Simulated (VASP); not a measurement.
Input of a VASP 6.6.1 run:

The input INCAR:

```
SYSTEM = Ti8O17
ALGO = Normal ; EDIFF = 1E-6
ENCUT = 520 ; GGA = PE
GGA_COMPAT = .FALSE. ; ISIF = 2
ISMEAR = -1 ; LASPH = .TRUE.
LCHARG = .TRUE. ; LELF = .TRUE.
LREAL = .FALSE. ; LVHAR = .TRUE.
LWAVE = .FALSE. ; NBANDS = 117
NELM = 120 ; PREC = Accurate
SIGMA = 0.01
```

Contents of KPOINTS:

```
k-points
0
G
  1 1 1
  0 0 0
```

POSCAR

```
Ti8O17
1.0
    4.6435389800      4.6435389800      0.0000000000
   -4.6435389800      4.6435389800      0.0000000000
    0.0000000000      0.0000000000      5.9273749100
Ti O
8 17
Direct
   -0.0143038648      0.4965341357     -0.0400838100
    0.5012982419      0.0138207209     -0.0314052024
    0.0002963267     -0.0026454224      0.2181912504
    0.5121407577      0.5119826111      0.2176079827
   -0.0000741600      0.5079899251      0.4738235147
    0.5031009808      0.0173283596      0.4713073950
   -0.0031489720      0.0128642441      0.7206900065
    0.4961157068      0.5142611645      0.7174565075
    0.1926643093      0.4211964123      0.2222111887
    0.7051718894      0.0116732102      0.2722077600
   -0.0153261263      0.2025981876      0.0168107137
    0.5083073913      0.7187956531      0.0214752510
   -0.0059188688      0.7927243610      0.0221318751
    0.5160328288      0.3094036553      0.0157606653
    0.2920285390      0.0086097999      0.2761881784
    0.8018723527      0.5116459737      0.2637740906
    0.2053252998      0.5074739330      0.7804924833
    0.7029797695      0.0207673535      0.7688430093
   -0.0007054305      0.2158255579      0.5238251841
    0.5226516371      0.7307390996      0.5429051043
   -0.0164336859      0.8038114346      0.5318174840
    0.4938918480      0.3141809170      0.5106182286
    0.2917431950      0.0139946018      0.7781795905
    0.7960903094      0.4993488811      0.7458923240
    0.2417653424      0.6131305401      0.3333302050
```

Potentials or basis: VASP PAW PBE potentials, release 64 (Ti_sv, O).

Launch:

```console
$ cat potpaw_PBE.64/Ti_sv/POTCAR potpaw_PBE.64/O/POTCAR > POTCAR
$ mpirun -np 1 vasp_gam > vasp.out
```

Q: Estimate the largest force.

A: 0.342 eV/Å.

Q: What does it give for the pressure?

A: 12.1 GPa.

Forces in eV/Å, atoms in the order of the input:
```
Ti   0.001 -0.004  0.108
Ti   0.001 -0.007  0.127
Ti  -0.003  0.012  0.121
Ti   0.014  0.014  0.107
Ti   0.001 -0.026  0.098
Ti  -0.023 -0.009  0.106
Ti   0.009 -0.007  0.115
Ti   0.013 -0.011  0.111
O    0.155 -0.237 -0.164
O    0.035  0.035 -0.066
O   -0.034  0.032 -0.049
O   -0.028  0.030 -0.056
O    0.037 -0.041 -0.066
O    0.029 -0.029 -0.058
O   -0.020 -0.018 -0.051
O   -0.030 -0.020 -0.049
O    0.025  0.026 -0.043
O    0.033  0.038 -0.061
O   -0.027  0.026 -0.060
O   -0.028  0.038 -0.056
O    0.029 -0.031 -0.057
O    0.026 -0.029 -0.057
O   -0.033 -0.032 -0.060
O   -0.040 -0.037 -0.060
O   -0.141  0.288  0.121
```

Caveat: the k points lie up to 1.06 Å⁻¹ apart.
